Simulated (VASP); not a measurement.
Crystal: SnSe3.

```
Sn Se
1.0
     4.66831    0.00000    0.00000
     0.00000    4.66831    0.00000
     0.00000    0.00000    4.66831
Sn Se
1 3
Direct
  0.00000 0.00000 0.00000
  0.00000 0.50000 0.50000
  0.50000 0.00000 0.50000
  0.50000 0.50000 0.00000
```

- Program: VASP 6.6.1
- Task: relaxation of cell and atoms
- Functional: PBE
- Potentials or basis: VASP PAW PBE potentials, release 64 (Sn_d, Se)
- Cutoff: 600 eV
- k mesh: 10 × 10 × 10
- Occupations: gaussian, width 0.1 eV
- Spin: no spin polarisation

At the start: pressure -4.1 GPa; volume 25.43 Å³/atom.

Where does the relaxation end?

Over 3 steps the energy falls by 31.9 meV/atom and the volume is 23.16 Å³/atom (-8.9 %); space group Pm-3m (No. 221, to 0.05 Å).

Step by step:
| step | energy change (eV) | largest force (eV/Å) | pressure (GPa) | volume (Å³) |
| --- | --- | --- | --- | --- |
| 1 | 0.0000 | 0.0000 | -4.14 | 101.74 |
| 2 | -0.1273 | 0.0000 | 0.18 | 92.36 |
| 3 | -0.1275 | 0.0000 | 0.01 | 92.66 |

Final structure:
```
CELL_PARAMETERS angstrom
4.52508 0.00000 0.00000
0.00000 4.52508 0.00000
0.00000 0.00000 4.52508
ATOMIC_POSITIONS crystal
Sn 0.00000 0.00000 0.00000
Se 0.00000 0.50000 0.50000
Se 0.50000 0.00000 0.50000
Se 0.50000 0.50000 0.00000
```
